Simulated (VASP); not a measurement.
# Sb (P6/mmm) in VASP: a series of runs

Runs on Sb. Level: PBE. Tasks: relaxation of cell and atoms.

Program: VASP 6.6.1. These are calculated values, not measurements. Logs are shortened: lines on timing, memory, paths and dates and some standing lists are left out, and cuts for length are marked.

### Step 1. The cell of the first run

The structure is hexagonal, space group P6/mmm (No. 191). Conventional cell: a = 5.161 Å, b = 5.161 Å, c = 3.200 Å, α = 90.00°, β = 90.00°, γ = 120.00°. Sb (site symmetry 6/mmm) has 14 Sb at 3.20 to 3.38 Å within 4.2 Å. Within 3.9 Å of Sb (site symmetry -6m2) lie 11 Sb at 2.98 to 3.38 Å.

This isn't the form of Sb at room conditions, which is rhombohedral.

### Step 2. Relaxation of cell and atoms, PBE, target pressure 8.4 GPa, at which the enthalpy is minimised

Contents of INCAR:

```
SYSTEM = Sb
PREC = Accurate
ENCUT = 600
EDIFF = 1E-6
ISMEAR = -1
SIGMA = 0.1
LREAL = .False.
LASPH = .True.
NELM = 80
ALGO = Normal
ISIF = 3
LWAVE = .False.
LCHARG = .False.
GGA = PE
IBRION = 2
NSW = 60
EDIFFG = -0.005
PSTRESS = 84.0
```

Contents of KPOINTS:

```
Automatic mesh
0
Gamma
  7 7 10
  0 0 0
```

Contents of POSCAR:

```
Sb
1.0
    5.1609345656      0.0000000000      0.0000000000
   -2.5804672828      4.4695004411      0.0000000000
    0.0000000000      0.0000000000      3.1997794307
Sb
3
Direct
    0.0000000000      0.0000000000      0.0000000000
    0.3333333333      0.6666666667      0.5000000000
    0.6666666667      0.3333333333      0.5000000000
```

Potentials or basis: VASP PAW PBE potentials, release 64 (Sb).

The run is started by

```sh
cat potpaw_PBE.64/Sb/POTCAR > POTCAR
mpirun -np 1 vasp_std > vasp.out
```

OUTCAR:

```text
SYSTEM = Sb
   PREC = Accurate
   ENCUT = 600
   EDIFF = 1E-6
   ISMEAR = -1
   LREAL = .False.
   LASPH = .True.
   NELM = 80
   ISIF = 3
   GGA = PE
   IBRION = 2
   NSW = 60
   EDIFFG = -0.005
   PSTRESS = 84.0

 ion  position               nearest neighbor table
   1  0.000  0.000  0.000-   2 3.38   3 3.38   2 3.38   3 3.38   3 3.38   3 3.38   2 3.38   2 3.38
                             3 3.38   3 3.38   2 3.38   2 3.38
   2  0.333  0.667  0.500-   3 2.98   3 2.98   3 2.98   1 3.38   1 3.38   1 3.38   1 3.38   1 3.38
                             1 3.38
   3  0.667  0.333  0.500-   2 2.98   2 2.98   2 2.98   1 3.38   1 3.38   1 3.38   1 3.38   1 3.38
                             1 3.38

  LATTYP: Found a hexagonal cell.
 ALAT       =     5.1609345656
 C/A-ratio  =     0.6200000000

  Lattice vectors:

 A1 = (   5.1609345656,   0.0000000000,   0.0000000000)
 A2 = (  -2.5804672828,   4.4695004411,   0.0000000000)
 A3 = (   0.0000000000,   0.0000000000,   3.1997794307)

Analysis of symmetry for initial positions (statically):
=====================================================================
 Subroutine PRICEL returns:
 Original cell was already a primitive cell.

 Routine SETGRP: Setting up the symmetry group for a
 hexagonal supercell.

 Subroutine GETGRP returns: Found 24 space group operations
 (whereof 24 operations were pure point group operations)
 out of a pool of 24 trial point group operations.

The static configuration has the point symmetry D_6h.

Analysis of symmetry for dynamics (positions and initial velocities):
=====================================================================
 Subroutine PRICEL returns:
 Original cell was already a primitive cell.

 Routine SETGRP: Setting up the symmetry group for a
 hexagonal supercell.

 Subroutine GETGRP returns: Found 24 space group operations
 (whereof 24 operations were pure point group operations)
 out of a pool of 24 trial point group operations.

The dynamic configuration has the point symmetry D_6h.

 Subroutine INISYM returns: Found 24 space group operations
 (whereof 24 operations are pure point group operations),
 and found     1 'primitive' translations

----------------------------------------------------------------------------------------

                                     Primitive cell

  volume of cell :      73.8087

  direct lattice vectors                    reciprocal lattice vectors
     5.160934566  0.000000000  0.000000000     0.193763356  0.111869326  0.000000000
    -2.580467283  4.469500441  0.000000000     0.000000000  0.223738651  0.000000000
     0.000000000  0.000000000  3.199779431     0.000000000  0.000000000  0.312521541

  length of vectors
     5.160934566  5.160934566  3.199779431     0.223738651  0.223738651  0.312521541

  position of ions in fractional coordinates (direct lattice)
     0.000000000  0.000000000  0.000000000
     0.333333333  0.666666667  0.500000000
     0.666666667  0.333333333  0.500000000

  ion indices of the primitive-cell ions
   primitive index   ion index
                 1           1
                 2           2
                 3           3

----------------------------------------------------------------------------------------

 KPOINTS: Automatic mesh

Automatic generation of k-mesh.
 Grid dimensions read from file:
 generate k-points for:    7    7   10

 Generating k-lattice:

  Cartesian coordinates                     Fractional coordinates (reciprocal lattice)
     0.027680479  0.015981332  0.000000000     0.142857143  0.000000000  0.000000000
     0.000000000  0.031962664  0.000000000     0.000000000  0.142857143  0.000000000
     0.000000000  0.000000000  0.031252154     0.000000000  0.000000000  0.100000000

  Length of vectors
     0.031962664  0.031962664  0.031252154

  Shift w.r.t. Gamma in fractional coordinates (k-lattice)
     0.000000000  0.000000000  0.000000000

 Subroutine IBZKPT returns following result:
 ===========================================

 Found     48 irreducible k-points:

 Following reciprocal coordinates:
            Coordinates               Weight
  0.000000  0.000000  0.000000      1.000000
  0.142857 -0.000000  0.000000      6.000000
  0.285714  0.000000  0.000000      6.000000
  0.428571  0.000000  0.000000      6.000000
  0.142857  0.142857  0.000000      6.000000
  0.285714  0.142857  0.000000     12.000000
[... 16 lines left out ...]
  0.428571  0.142857  0.200000     12.000000
  0.285714  0.285714  0.200000     12.000000
 [... further k-points ...]
   k-points           NKPTS =     48   k-points in BZ     NKDIM =     48   number of bands    NBANDS=     11
   number of dos      NEDOS =    301   number of ions     NIONS =      3
   total plane-waves  NPLWV =  49392
   dimension x,y,z NGX =    42 NGY =   42 NGZ =   28
   dimension x,y,z NGXF=    84 NGYF=   84 NGZF=   56
   ions per type =               3
   NGX,Y,Z   is equivalent  to a cutoff of  13.53, 13.53, 14.55 a.u.
   NGXF,Y,Z  is equivalent  to a cutoff of  27.06, 27.06, 29.10 a.u.
 SYSTEM =  Sb
   PREC   = accura    normal or accurate (medium, high low for compatibility)
   ISTART =      0    job   : 0-new  1-cont  2-samecut
   ICHARG =      2    charge: 1-file 2-atom 10-const
   ISPIN  =      1    spin polarized calculation?
   LNONCOLLINEAR =      F non collinear calculations
   LSORBIT =      F    spin-orbit coupling
   LASPH  =      T    aspherical Exc in radial PAW
   ENCUT  =  600.0 eV  44.10 Ry    6.64 a.u.  10.31 10.31  6.39*2*pi/ulx,y,z
   NELM   =     80;   NELMIN=  2; NELMDL= -5     # of ELM steps
   EDIFF  = 0.1E-05   stopping-criterion for ELM
   LREAL  =      F    real-space projection
   EDIFFG = -.5E-02   stopping-criterion for IOM
   NSW    =     60    number of steps for IOM
   IBRION =      2    ionic relax: 0-MD 1-quasi-New 2-CG
   NFREE  =      1    steps in history (QN), initial steepest desc. (CG)
   ISIF   =      3    stress and relaxation
   ISYM   =      2    0-nonsym 1-usesym 2-fastsym
   POTIM  = 0.5000    time-step for ionic-motion
   TEBEG  =    0.0;   TEEND  =   0.0 temperature during run
   PSTRESS=   84.0 pullay stress
   NELECT =      15.0000    total number of electrons
   NUPDOWN=      -1.0000    fix difference up-down
   EMIN   =  10.00;   EMAX   =-10.00  energy-range for DOS
   EFERMI =   0.00;   METHOD = LEGACY
   ISMEAR =    -1;   SIGMA  =   0.10  broadening in eV -4-tet -1-fermi 0-gaus
   EFERMI_NEDOS =   21; number of points for ismear=-14 and -15
   IALGO  =     38    algorithm
   IMIX   =      4    mixing-type and parameters
     AMIX     =   0.40;   BMIX     =  1.00
     AMIX_MAG =   1.60;   BMIX_MAG =  1.00
  volume/ion in A,a.u.               =      24.60       166.03
  Fermi-wavevector in a.u.,A,eV,Ry     =   0.962505  1.818870 12.604641  0.926415
  Thomas-Fermi vector in A             =   2.091969
   LORBIT       =      0    0 simple, 1 ext, 2 COOP (PROOUT), +10 PAW based schemes
   GGA     = PE    functional components
   LHFCALC =     F    Hartree Fock is set to
   AEXX    =    0.0000 exact exchange contribution
   IVDW    =     0    specifies the selected vdW correction
   LEPSILON=     F    determine dielectric tensor
   LRPA    =     F    only Hartree local field effects (RPA)
 conjugate gradient relaxation of ions
 non-spin polarized calculation
  energy-cutoff  :      600.00
  volume of cell :       73.81
 maximum number of plane-waves:      2484
 NGX is ok and might be reduce to    42
   NGX = 21   NGY = 21   NGZ = 13

--------------------------------------- Ionic step        1  -------------------------------------------

 number of electron      14.9999999 magnetization

 Free energy of the ion-electron system (eV)
  ---------------------------------------------------
  ext. energy  EPLUGINS =         0.00000000
  ---------------------------------------------------
  free energy    TOTEN  =       -11.45953841 eV

  energy without entropy =      -11.40181241  energy(sigma->0) =      -11.43067541

------------------------ aborting loop because EDIFF is reached ----------------------------------------

  FORCE on cell =-STRESS in cart. coord.  units (eV):
  Direction    XX          YY          ZZ          XY          YZ          ZX
  --------------------------------------------------------------------------------------
  -------------------------------------------------------------------------------------
  Total        4.4593126      4.4593126      3.2971693      0.0000000      0.0000000      0.0000000
  in kB       96.7990559     96.7990559     71.5722140      0.0000000      0.0000000      0.0000000
  external PRESSURE =       4.3901086 kB  Pullay stress =      84.0000000 kB

 VOLUME and BASIS-vectors are now :
 -----------------------------------------------------------------------------
  energy-cutoff  :      600.00
  volume of cell :       73.81
      direct lattice vectors                 reciprocal lattice vectors
     5.160934566  0.000000000  0.000000000     0.193763356  0.111869326  0.000000000
    -2.580467283  4.469500441  0.000000000     0.000000000  0.223738651  0.000000000
     0.000000000  0.000000000  3.199779431     0.000000000  0.000000000  0.312521541
[... 282 lines left out ...]
  FREE ENERGIE OF THE ION-ELECTRON SYSTEM (eV)
  ---------------------------------------------------
  free  energy   TOTEN  =       -11.4897217614 eV

  energy  without entropy=      -11.4172866630  energy(sigma->0) =      -11.45350421

  enthalpy is  TOTEN    =        -7.6063126819 eV   P V=        3.8834090794

--------------------------------------- Ionic step        9  -------------------------------------------

 number of electron      15.0000000 magnetization

 Free energy of the ion-electron system (eV)
  ---------------------------------------------------
  ext. energy  EPLUGINS =         0.00000000
  ---------------------------------------------------
  free energy    TOTEN  =       -11.48846041 eV

  energy without entropy =      -11.41599470  energy(sigma->0) =      -11.45222755

 E-fermi :   9.7299     XC(G=0): -10.6056

 val. band max:        9.7263441352   @ k =   0.1429   0.1429   0.4000
 cond. band min:       9.7313917347   @ k =   0.4286   0.1429   0.3000
 fundamental gap:      0.0050475996
 Fermi energy:         9.7299300148

 k-point     1 :       0.0000    0.0000    0.0000
  band No.  band energies     occupation
      1      -3.9662      2.00000
      2       1.3627      2.00000
      3       1.5642      2.00000
      4       5.2307      2.00000
      5       5.2307      2.00000
      6       5.5003      2.00000
      7       5.5003      2.00000
      8      11.4526      0.00000
      9      15.3489      0.00000
     10      15.7201      0.00000
     11      15.7201      0.00000

 k-point     2 :       0.1429   -0.0000    0.0000
  band No.  band energies     occupation
      1      -3.8145      2.00000
      2       0.9016      2.00000
      3       1.1818      2.00000
      4       4.4002      2.00000
      5       5.1048      2.00000
      6       6.6226      2.00000
      7       7.0500      2.00000
      8      11.6139      0.00000
      9      14.4710      0.00000
     10      15.1898      0.00000
     11      15.4898      0.00000
[... 295 lines left out ...]
 k-point    24 :       0.2857    0.2857    0.2000
  band No.  band energies     occupation
      1      -1.5604      2.00000
      2      -0.6032      2.00000
      3      -0.5089      2.00000
      4       6.2178      2.00000
      5       6.7593      2.00000
      6       8.4141      2.00000
      7       9.0521      1.99773
      8       9.8053      0.64002
      9      10.3624      0.00358
     10      12.7022      0.00000
     11      12.7569      0.00000

 [... further k-points ...]

------------------------ aborting loop because EDIFF is reached ----------------------------------------

  FORCE on cell =-STRESS in cart. coord.  units (eV):
  Direction    XX          YY          ZZ          XY          YZ          ZX
  --------------------------------------------------------------------------------------
  -------------------------------------------------------------------------------------
  Total        3.8833927      3.8833927      3.8837115     -0.0000000      0.0000000      0.0000000
  in kB       84.0270143     84.0270143     84.0339138     -0.0000000      0.0000000      0.0000000
  external PRESSURE =       0.0293141 kB  Pullay stress =      84.0000000 kB

 VOLUME and BASIS-vectors are now :
 -----------------------------------------------------------------------------
  energy-cutoff  :      600.00
  volume of cell :       74.05
      direct lattice vectors                 reciprocal lattice vectors
     5.236345271  0.000000000  0.000000000     0.190972892  0.110258251 -0.000000000
    -2.618172636  4.534808028  0.000000000    -0.000000000  0.220516501 -0.000000000
    -0.000000000  0.000000000  3.118284782     0.000000000 -0.000000000  0.320689119

 POSITION                                       TOTAL-FORCE (eV/Angst)
 -----------------------------------------------------------------------------------
      2.61817      4.53481      0.00000        -0.000000      0.000000      0.000000
     -0.00000      3.02321      1.55914        -0.000000     -0.000000     -0.000000
      2.61817      1.51160      1.55914         0.000000     -0.000000      0.000000
 -----------------------------------------------------------------------------------
    total drift:                                0.000000     -0.000000      0.000000

  FREE ENERGIE OF THE ION-ELECTRON SYSTEM (eV)
  ---------------------------------------------------
  free  energy   TOTEN  =       -11.4884604088 eV

  energy  without entropy=      -11.4159946960  energy(sigma->0) =      -11.45222755

  enthalpy is  TOTEN    =        -7.6063162279 eV   P V=        3.8821441809

 reached required accuracy - stopping structural energy minimisation
```

It took 2.8 min on 1 thread of Intel Xeon 8259CL, shared host; peak memory 0.24 GiB.

What came out:

```
Free energy                                                : -11.4885 eV
Relaxed volume                                             : 24.68 Å³/atom
Relaxed cell                                               : a = 5.236 Å, b = 5.236 Å, c = 3.118 Å, α = 90.00°, β = 90.00°, γ = 120.00°
Space group after relaxing (to 0.1 Å)                      : P6/mmm (No. 191)
Energy change on relaxing (the run minimises the enthalpy) : -9.6 meV/atom
Ionic steps                                                : 9
Pressure after relaxing                                    : 8.4 GPa
Band gap on the k mesh                                     : zero (an odd number of electrons rules out a gap without spin polarisation)
```

The path:
| step | energy change (eV) | largest force (eV/Å) | pressure (GPa) | volume (Å³) |
| --- | --- | --- | --- | --- |
| 1 | 0.0000 | 0.0000 | 8.84 | 73.81 |
| 2 | -0.0478 | 0.0000 | 7.86 | 74.52 |
| 3 | -0.0675 | 0.0000 | 7.41 | 74.87 |
| 4 | -0.0192 | 0.0000 | 8.62 | 73.87 |
| 5 | -0.0313 | 0.0000 | 8.34 | 74.09 |
| 6 | -0.0321 | 0.0000 | 8.33 | 74.11 |
| 7 | -0.0293 | 0.0000 | 8.40 | 74.05 |
| 8 | -0.0302 | 0.0000 | 8.38 | 74.07 |
| 9 | -0.0289 | 0.0000 | 8.40 | 74.05 |

Final structure:
```cif
data_structure
_symmetry_space_group_name_H-M 'P 1'
_symmetry_Int_Tables_number 1
_cell_length_a 5.2363
_cell_length_b 5.2363
_cell_length_c 3.1183
_cell_angle_alpha 90.000
_cell_angle_beta 90.000
_cell_angle_gamma 120.000
_cell_volume 74.05
loop_
_atom_site_label
_atom_site_type_symbol
_atom_site_fract_x
_atom_site_fract_y
_atom_site_fract_z
_atom_site_occupancy
Sb1 Sb 0.00000 0.00000 0.00000 1
Sb2 Sb 0.33333 0.66667 0.50000 1
Sb3 Sb 0.66667 0.33333 0.50000 1
```

Caveat: the cell is relaxed towards a set pressure, so the run minimises the enthalpy, not the energy; spin-orbit coupling is left out, which moves the levels of the heavy elements.

(Continued in part 2 of 2.)
